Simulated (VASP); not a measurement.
Set up this calculation in VASP 6.6.1, as the native input.

- Task: electric field gradients
- Functional: LDA
- Potentials or basis: VASP PAW LDA potentials, release 64 (B, P)
- Cutoff: 520 eV
- k mesh: 12 × 12 × 12
- Occupations: fermi-dirac, width 0.08 eV
- Spin: no spin polarisation
- Dipole correction: no
- Further INCAR settings: ALGO = Normal; EDIFF = 1e-08; NBANDS = 11

The structure of BP lies in POSCAR:

```
BP
1.0
    0.0000000000      2.2765382614      2.2765382614
    2.2765382614      0.0000000000      2.2765382614
    2.2765382614      2.2765382614      0.0000000000
B P
1 1
Direct
    0.0000000000      0.0000000000      0.0000000000
    0.7500000000      0.7500000000      0.7500000000
```

This cell differs from its parent crystal: volume scaled by 1.01.

One way to write it, as run:

INCAR

```
SYSTEM = BP
ALGO = Normal
EDIFF = 1E-8
ENCUT = 520
GGA = CA
ISIF = 2
ISMEAR = -1
LASPH = .True.
LCHARG = .False.
LEFG = .True.
LREAL = .False.
LWAVE = .False.
NBANDS = 11
NELM = 80
PREC = Accurate
SIGMA = 0.08
```

KPOINTS

```
k-points
0
Gamma
  12 12 12
  0 0 0
```

Potentials or basis: VASP PAW LDA potentials, release 64 (B, P).

Command:

```sh
$ cat potpaw_LDA.64/B/POTCAR potpaw_LDA.64/P/POTCAR > POTCAR
$ mpirun -np 1 vasp_std > vasp.out
```

It gave:

| Quantity | Value |
| --- | --- |
| Pressure | -6.8 GPa |
| Band gap on the k mesh | 1.20 eV, indirect (least direct gap 3.36 eV) |

Caveat: without QUAD_EFG the Cq values of the log hold for a quadrupole moment of 1 mb, not for the nuclei.

Run time: 25 s on 1 thread of Intel Xeon 8259CL, on a shared host, peak memory 0.13 GiB.
